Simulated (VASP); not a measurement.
Input of a VASP 6.6.1 run:

INCAR

```
SYSTEM = TaW
PREC = Accurate
ENCUT = 520
EDIFF = 1E-6
ISMEAR = 0
SIGMA = 0.05
LREAL = .False.
LASPH = .True.
NELM = 100
ALGO = Normal
ISIF = 2
LWAVE = .False.
LCHARG = .False.
GGA = CA
NBANDS = 20
```

Contents of KPOINTS:

```
regular mesh
0
Gamma
  8 8 5
  0 0 0
```

POSCAR

```
TaW
1.0
    1.6034477852     -2.2917622149      0.0000000000
    1.6034477852      2.2917622149      0.0000000000
    0.0000000000      0.0000000000      4.4914776480
Ta W
1 1
Direct
    0.0000000000      0.0000000000      0.0000000000
    0.5000000000      0.5000000000      0.5000000000
```

Potentials or basis: VASP PAW LDA potentials, release 64 (Ta_pv, W_sv).

Command:

```console
$ cat potpaw_LDA.64/Ta_pv/POTCAR potpaw_LDA.64/W_sv/POTCAR > POTCAR
$ mpirun -np 1 vasp_std > vasp.out
```

Predict the pressure.

-4.0 GPa.

Stress tensor (GPa, compression positive):
```
-4.03  0.00  0.00
 0.00 -5.37  0.00
 0.00  0.00 -2.56
```
